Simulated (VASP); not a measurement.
# P (Cmce) in VASP: further runs

The runs below take P through single point, with PBE.

All numbers are computed with VASP 6.6.1; they aren't measurements. Logs are shortened: lines on timing, memory, paths and dates and some standing lists are left out, and cuts for length are marked.

## 1. The cell of the first run

Symmetry: Cmce, No. 64, orthorhombic system. Conventional cell: a = 3.360 Å, b = 10.622 Å, c = 4.437 Å, α = 90.00°, β = 90.00°, γ = 90.00°. P (site symmetry m) has 3 P at 2.25 to 2.27 Å within 3.0 Å.

## 2. Single point, PBE

INCAR

```
PREC = Accurate
ENCUT = 520
EDIFF = 1E-6
ISMEAR = 0
SIGMA = 0.05
LREAL = F
LASPH = T
NELM = 80
ALGO = Normal
ISIF = 2
LWAVE = F
LCHARG = F
GGA = PE
NBANDS = 18
```

KPOINTS

```
Automatic mesh
0
Gamma
  6 6 5
```

POSCAR

```
P
1.0
    1.6800209234     -5.3109815948      0.0000000000
    1.6800209234      5.3109815948      0.0000000000
    0.0000000000      0.0000000000      4.4369289771
P
4
Direct
    0.8983800000      0.1016200000      0.0806800000
    0.6016200000      0.3983800000      0.5806800000
    0.1016200000      0.8983800000      0.9193200000
    0.3983800000      0.6016200000      0.4193200000
```

Potentials or basis: VASP PAW PBE potentials, release 64 (P).

Command:

```
$ cat potpaw_PBE.64/P/POTCAR > POTCAR
$ mpirun -np 1 vasp_std > vasp.out
```

OUTCAR:

```text
PREC = Accurate
   ENCUT = 520
   EDIFF = 1E-6
   ISMEAR = 0
   LREAL = F
   LASPH = T
   NELM = 80
   ISIF = 2
   GGA = PE

 ion  position               nearest neighbor table
   1  0.898  0.102  0.081-   4 2.25   4 2.25   3 2.27
   2  0.602  0.398  0.581-   3 2.25   3 2.25   4 2.27
   3  0.102  0.898  0.919-   2 2.25   2 2.25   1 2.27
   4  0.398  0.602  0.419-   1 2.25   1 2.25   2 2.27

  LATTYP: Found a base centered orthorhombic cell.
 ALAT       =     3.3600418468
 B/A-ratio  =     3.1612591967
 C/A-ratio  =     1.3204981305

  Lattice vectors:

 A1 = (   1.6800209234,  -5.3109815948,   0.0000000000)
 A2 = (   1.6800209234,   5.3109815948,   0.0000000000)
 A3 = (   0.0000000000,   0.0000000000,   4.4369289771)

Analysis of symmetry for initial positions (statically):
=====================================================================
 Subroutine PRICEL returns:
 Original cell was already a primitive cell.

 Routine SETGRP: Setting up the symmetry group for a
 base centered orthorhombic supercell.

 Subroutine GETGRP returns: Found  8 space group operations
 (whereof  4 operations were pure point group operations)
 out of a pool of  8 trial point group operations.

The static configuration has the point symmetry C_2h.
 The point group associated with its full space group is D_2h.

Analysis of symmetry for dynamics (positions and initial velocities):
=====================================================================
 Subroutine PRICEL returns:
 Original cell was already a primitive cell.

 Routine SETGRP: Setting up the symmetry group for a
 base centered orthorhombic supercell.

 Subroutine GETGRP returns: Found  8 space group operations
 (whereof  4 operations were pure point group operations)
 out of a pool of  8 trial point group operations.

The dynamic configuration has the point symmetry C_2h.
 The point group associated with its full space group is D_2h.

 Subroutine INISYM returns: Found  8 space group operations
 (whereof  4 operations are pure point group operations),
 and found     1 'primitive' translations

----------------------------------------------------------------------------------------

                                     Primitive cell

  volume of cell :      79.1775

  direct lattice vectors                    reciprocal lattice vectors
     1.680020923 -5.310981595  0.000000000     0.297615341 -0.094144555  0.000000000
     1.680020923  5.310981595  0.000000000     0.297615341  0.094144555  0.000000000
     0.000000000  0.000000000  4.436928977     0.000000000  0.000000000  0.225381115

  length of vectors
     5.570367654  5.570367654  4.436928977     0.312150746  0.312150746  0.225381115

  position of ions in fractional coordinates (direct lattice)
     0.898380000  0.101620000  0.080680000
     0.601620000  0.398380000  0.580680000
     0.101620000  0.898380000  0.919320000
     0.398380000  0.601620000  0.419320000

  ion indices of the primitive-cell ions
   primitive index   ion index
                 1           1
                 2           2
                 3           3
                 4           4

----------------------------------------------------------------------------------------

 KPOINTS: Automatic mesh

Automatic generation of k-mesh.
 Grid dimensions read from file:
 generate k-points for:    6    6    5

 Generating k-lattice:

  Cartesian coordinates                     Fractional coordinates (reciprocal lattice)
     0.049602557 -0.015690759  0.000000000     0.166666667  0.000000000  0.000000000
     0.049602557  0.015690759  0.000000000     0.000000000  0.166666667  0.000000000
     0.000000000  0.000000000  0.045076223     0.000000000  0.000000000  0.200000000

  Length of vectors
     0.052025124  0.052025124  0.045076223

  Shift w.r.t. Gamma in fractional coordinates (k-lattice)
     0.000000000  0.000000000  0.000000000

 Subroutine IBZKPT returns following result:
 ===========================================

 Found     39 irreducible k-points:

 Following reciprocal coordinates:
            Coordinates               Weight
  0.000000  0.000000  0.000000      1.000000
  0.166667  0.000000  0.000000      4.000000
  0.333333 -0.000000  0.000000      4.000000
  0.500000  0.000000  0.000000      2.000000
  0.166667  0.166667  0.000000      2.000000
  0.333333  0.166667  0.000000      4.000000
[... 16 lines left out ...]
  0.333333  0.333333  0.200000      4.000000
  0.500000  0.333333  0.200000      8.000000
 [... further k-points ...]
   k-points           NKPTS =     39   k-points in BZ     NKDIM =     39   number of bands    NBANDS=     18
   number of dos      NEDOS =    301   number of ions     NIONS =      4
   total plane-waves  NPLWV =  63504
   dimension x,y,z NGX =    42 NGY =   42 NGZ =   36
   dimension x,y,z NGXF=    84 NGYF=   84 NGZF=   72
   ions per type =               4
   NGX,Y,Z   is equivalent  to a cutoff of  12.53, 12.53, 13.49 a.u.
   NGXF,Y,Z  is equivalent  to a cutoff of  25.07, 25.07, 26.98 a.u.
 SYSTEM =  unknown system
   PREC   = accura    normal or accurate (medium, high low for compatibility)
   ISTART =      0    job   : 0-new  1-cont  2-samecut
   ICHARG =      2    charge: 1-file 2-atom 10-const
   ISPIN  =      1    spin polarized calculation?
   LNONCOLLINEAR =      F non collinear calculations
   LSORBIT =      F    spin-orbit coupling
   LASPH  =      T    aspherical Exc in radial PAW
   ENCUT  =  520.0 eV  38.22 Ry    6.18 a.u.  10.36 10.36  8.25*2*pi/ulx,y,z
   NELM   =     80;   NELMIN=  2; NELMDL= -5     # of ELM steps
   EDIFF  = 0.1E-05   stopping-criterion for ELM
   LREAL  =      F    real-space projection
   EDIFFG = 0.1E-04   stopping-criterion for IOM
   NSW    =      0    number of steps for IOM
   IBRION =     -1    ionic relax: 0-MD 1-quasi-New 2-CG
   NFREE  =      0    steps in history (QN), initial steepest desc. (CG)
   ISIF   =      2    stress and relaxation
   ISYM   =      2    0-nonsym 1-usesym 2-fastsym
   POTIM  = 0.5000    time-step for ionic-motion
   TEBEG  =    0.0;   TEEND  =   0.0 temperature during run
   PSTRESS=    0.0 pullay stress
   NELECT =      20.0000    total number of electrons
   NUPDOWN=      -1.0000    fix difference up-down
   EMIN   =  10.00;   EMAX   =-10.00  energy-range for DOS
   EFERMI =   0.00;   METHOD = LEGACY
   ISMEAR =     0;   SIGMA  =   0.05  broadening in eV -4-tet -1-fermi 0-gaus
   EFERMI_NEDOS =   21; number of points for ismear=-14 and -15
   IALGO  =     38    algorithm
   IMIX   =      4    mixing-type and parameters
     AMIX     =   0.40;   BMIX     =  1.00
     AMIX_MAG =   1.60;   BMIX_MAG =  1.00
  volume/ion in A,a.u.               =      19.79       133.58
  Fermi-wavevector in a.u.,A,eV,Ry     =   1.034866  1.955613 14.571131  1.070948
  Thomas-Fermi vector in A             =   2.169182
   LORBIT       =      0    0 simple, 1 ext, 2 COOP (PROOUT), +10 PAW based schemes
   GGA     = PE    functional components
   LHFCALC =     F    Hartree Fock is set to
   AEXX    =    0.0000 exact exchange contribution
   IVDW    =     0    specifies the selected vdW correction
   LEPSILON=     F    determine dielectric tensor
   LRPA    =     F    only Hartree local field effects (RPA)
 non-spin polarized calculation
 Gauss-broadening in eV      SIGMA  =   0.05
  energy-cutoff  :      520.00
  volume of cell :       79.18
 maximum number of plane-waves:      2149
 NGX is ok and might be reduce to    42
   NGX = 21   NGY = 21   NGZ = 17

 number of electron      19.9999999 magnetization

 Free energy of the ion-electron system (eV)
  ---------------------------------------------------
  ext. energy  EPLUGINS =         0.00000000
  ---------------------------------------------------
  free energy    TOTEN  =       -21.46379284 eV

  energy without entropy =      -21.46372922  energy(sigma->0) =      -21.46376103

 E-fermi :   6.2377     XC(G=0):  -9.6766

 val. band max:        6.1723072998   @ k =   0.5000   0.5000   0.0000
 cond. band min:       6.3234815974   @ k =   0.5000   0.1667   0.0000
 fundamental gap:      0.1511742976
 Fermi energy:         6.2376695761

 k-point     1 :       0.0000    0.0000    0.0000
  band No.  band energies     occupation
      1      -9.3342      2.00000
      2      -6.4334      2.00000
      3      -3.3085      2.00000
      4      -0.5520      2.00000
      5       1.3287      2.00000
      6       1.4246      2.00000
[... 10 lines left out ...]
     17      13.3712      0.00000
     18      13.5124      0.00000

 k-point     2 :       0.1667    0.0000    0.0000
  band No.  band energies     occupation
      1      -9.0030      2.00000
      2      -6.1392      2.00000
      3      -3.5581      2.00000
      4      -0.2401      2.00000
      5       0.3925      2.00000
      6       1.1064      2.00000
[... 10 lines left out ...]
     17      11.3192      0.00000
     18      13.1446      0.00000

 k-point     3 :       0.3333   -0.0000    0.0000
  band No.  band energies     occupation
      1      -8.0318      2.00000
      2      -5.2546      2.00000
      3      -4.7477      2.00000
      4      -1.7847      2.00000
      5       0.5390      2.00000
      6       0.5780      2.00000
[... 10 lines left out ...]
     17      12.9409      0.00000
     18      12.9865      0.00000

 k-point     4 :       0.5000    0.0000    0.0000
  band No.  band energies     occupation
      1      -6.5134      2.00000
      2      -6.5134      2.00000
      3      -3.7843      2.00000
      4      -3.7843      2.00000
      5       1.0132      2.00000
      6       1.0132      2.00000
[... 375 lines left out ...]
      4      -0.8622      2.00000
      5       0.8213      2.00000
      6       2.2858      2.00000
[... 10 lines left out ...]
     17      12.7306      0.00000
     18      13.4625      0.00000

 k-point    23 :       0.3333    0.3333    0.2000
  band No.  band energies     occupation
      1      -7.6820      2.00000
      2      -5.8879      2.00000
      3      -4.5106      2.00000
      4      -1.8580      2.00000
      5      -0.2289      2.00000
      6       0.8202      2.00000
[... 10 lines left out ...]
     17      11.7953      0.00000
     18      12.9285      0.00000

 k-point    24 :       0.5000    0.3333    0.2000
  band No.  band energies     occupation
      1      -8.6091      2.00000
      2      -6.7326      2.00000
      3      -3.6554      2.00000
      4      -1.0842      2.00000
      5       0.4772      2.00000
      6       1.5854      2.00000
[... 10 lines left out ...]
     17      11.5870      0.00000
     18      12.4589      0.00000

 [... further k-points ...]
[... 5 lines left out ...]
  --------------------------------------------------------------------------------------
  -------------------------------------------------------------------------------------
  Total       -0.9989793     -0.1946600     -0.6610240      0.0000000     -0.0000000      0.0000000
  in kB      -20.2145983     -3.9389935    -13.3759874      0.0000000     -0.0000000      0.0000000
  external PRESSURE =     -12.5098598 kB  Pullay stress =       0.0000000 kB

 VOLUME and BASIS-vectors are now :
 -----------------------------------------------------------------------------
  energy-cutoff  :      520.00
  volume of cell :       79.18
      direct lattice vectors                 reciprocal lattice vectors
     1.680020923 -5.310981595  0.000000000     0.297615341 -0.094144555  0.000000000
     1.680020923  5.310981595  0.000000000     0.297615341  0.094144555  0.000000000
     0.000000000  0.000000000  4.436928977     0.000000000  0.000000000  0.225381115

 POSITION                                       TOTAL-FORCE (eV/Angst)
 -----------------------------------------------------------------------------------
      1.68002     -4.23158      0.35797         0.000000     -0.192808      0.182625
      1.68002     -1.07940      2.57644         0.000000      0.192808      0.182625
      1.68002      4.23158      4.07896         0.000000      0.192808     -0.182625
      1.68002      1.07940      1.86049         0.000000     -0.192808     -0.182625
 -----------------------------------------------------------------------------------
    total drift:                               -0.000000     -0.000000     -0.000000

  FREE ENERGIE OF THE ION-ELECTRON SYSTEM (eV)
  ---------------------------------------------------
  free  energy   TOTEN  =       -21.4637928368 eV

  energy  without entropy=      -21.4637292249  energy(sigma->0) =      -21.46376103
```

It took 72 s on 1 thread of AMD EPYC 7R43 (Zen 3), shared host; peak memory 0.2 GiB.

Results:

| Property | Result |
| --- | --- |
| Free energy | -21.4638 eV |
| Pressure | -1.3 GPa |
| Largest force | 0.266 eV/Å |
| Band gap on the k mesh | 0.15 eV, indirect (least direct gap 0.17 eV) |

Forces on the atoms (eV/Å):
```
P    0.000 -0.193  0.183
P    0.000  0.193  0.183
P    0.000  0.193 -0.183
P    0.000 -0.193 -0.183
```

Levels at points of the mesh, in eV from the valence-band top:
```
           k point  band 7  band 8  band 9  band 10  band 11  band 12  band 13  band 14
(0.00, 0.00, 0.00)   -3.93   -2.74   -2.51    -1.33     0.78     1.14     1.84     2.89
(0.50, 0.00, 0.00)   -3.25   -3.25   -2.63    -2.63     0.79     0.79     1.24     1.24
(0.50, 0.50, 0.00)   -4.10   -2.22   -1.56     0.00     0.17     0.76     2.12     2.70
```

## 3. Single point, PBE

This run uses another cell than the first one, of 20.56 Å³/atom, 1.038 times its volume.

INCAR

```
  ALGO = Normal
  EDIFF = 1E-6
  ENCUT = 520
  GGA = PE
  ISIF = 2
  ISMEAR = 0
  LASPH = True
  LCHARG = False
  LREAL = False
  LWAVE = False
  NBANDS = 18
  NELM = 60
  PREC = Accurate
  SIGMA = 0.05
```

KPOINTS

```
k-points
0
Gamma
  6 6 5
```

POSCAR

```
P
1.0
    1.7012892689     -5.3782163475      0.0000000000
    1.7012892689      5.3782163475      0.0000000000
    0.0000000000      0.0000000000      4.4930985980
P
4
Direct
    0.8983800000      0.1016200000      0.0806800000
    0.6016200000      0.3983800000      0.5806800000
    0.1016200000      0.8983800000      0.9193200000
    0.3983800000      0.6016200000      0.4193200000
```

Potentials or basis: VASP PAW PBE potentials, release 64 (P).

Command:

```
$ cat potpaw_PBE.64/P/POTCAR > POTCAR
$ mpirun -np 1 vasp_std > vasp.out
```

Wall time 74 s (1 thread of AMD EPYC 7R43 (Zen 3), shared host); peak memory 0.19 GiB.

It converged, with:

* Free energy: -21.4164 eV
* Pressure: -3.7 GPa
* Largest force: 0.538 eV/Å
* Band gap on the k mesh: 0.05 eV, direct

Forces in eV/Å, atoms in the order of the input:
```
P    0.000 -0.408  0.350
P    0.000  0.408  0.350
P    0.000  0.408 -0.350
P    0.000 -0.408 -0.350
```

Stress tensor (GPa, compression positive):
```
-4.87  0.00  0.00
 0.00 -2.63  0.00
 0.00  0.00 -3.56
```

Levels at points of the mesh, in eV from the valence-band top:
```csv
k point,band 8,band 9,band 10,band 11,band 12,band 13
"(0.00, 0.00, 0.00)",-2.66,-2.49,-1.32,0.78,1.13,1.76
"(0.50, 0.00, 0.00)",-3.20,-2.61,-2.61,0.76,0.76,1.25
"(0.50, 0.50, 0.00)",-2.22,-1.55,0.00,0.05,0.81,1.98
```

A k mesh can miss the band edges.

## 4. Single point, PBE

This run uses another cell than the first one, of 21.32 Å³/atom, 1.077 times its volume.

INCAR

```
PREC = Accurate
ENCUT = 520
EDIFF = 1E-6
ISMEAR = 0
SIGMA = 0.05
LREAL = False
LASPH = True
NELM = 80
ALGO = Normal
ISIF = 2
LWAVE = False
LCHARG = False
GGA = PE
NBANDS = 18
```

KPOINTS

```
regular mesh
0
Gamma
  6 6 5
```

POSCAR

```
P
1.0
    1.7220387439     -5.4438108164      0.0000000000
    1.7220387439      5.4438108164      0.0000000000
    0.0000000000      0.0000000000      4.5478978840
P
4
Direct
    0.8983800000      0.1016200000      0.0806800000
    0.6016200000      0.3983800000      0.5806800000
    0.1016200000      0.8983800000      0.9193200000
    0.3983800000      0.6016200000      0.4193200000
```

Command:

```
$ cat potpaw_PBE.64/P/POTCAR > POTCAR
$ mpirun -np 1 vasp_std > vasp.out
```

Wall time 75 s (1 thread of AMD EPYC 7R43 (Zen 3), shared host); peak memory 0.19 GiB.

It converged, with:

| Quantity | Value |
| --- | --- |
| Free energy | -21.3274 eV |
| Pressure | -5.7 GPa |
| Largest force | 0.780 eV/Å |
| Band gap on the k mesh | 0.06 eV, direct |

Forces on the atoms (eV/Å):
```
P    0.000 -0.605  0.492
P    0.000  0.605  0.492
P    0.000  0.605 -0.492
P    0.000 -0.605 -0.492
```

Stress tensor (GPa, compression positive):
```
-7.10  0.00  0.00
 0.00 -4.54  0.00
 0.00  0.00 -5.32
```

Levels at points of the mesh, in eV from the valence-band top:
```csv
k point,band 6,band 7,band 8,band 9,band 10,band 11,band 12,band 13,band 14,band 15
"(0.00, 0.00, 0.00)",-4.37,-3.71,-2.52,-2.39,-1.25,0.84,1.19,1.75,2.69,4.70
"(0.50, 0.00, 0.00)",-4.85,-3.08,-3.08,-2.51,-2.51,0.79,0.79,1.32,1.32,3.07
"(0.50, 0.50, 0.00)",-5.01,-3.87,-2.14,-1.46,0.00,0.06,0.93,1.91,2.52,4.97
```

## 5. Summary

| cell | gap on the mesh (eV) | pressure (GPa) | largest force (eV/Å) |
| --- | --- | --- | --- |
| a = 5.570, b = 5.570, c = 4.437 Å, angles 90.0, 90.0, 144.9°, 4 atoms | 0.15 | -1.3 | 0.27 |
| a = 5.641, b = 5.641, c = 4.493 Å, angles 90.0, 90.0, 144.9°, 4 atoms | 0.05 | -3.7 | 0.54 |
| a = 5.710, b = 5.710, c = 4.548 Å, angles 90.0, 90.0, 144.9°, 4 atoms | 0.06 | -5.7 | 0.78 |

Alike in all rows: task single point; level PBE; potentials or basis VASP PAW PBE potentials, release 64 (P); no spin polarisation; k mesh 6 × 6 × 5; cutoff (eV) 520; smearing gaussian 0.05 eV.

Absolute energies hang on the potentials; compare differences alone.
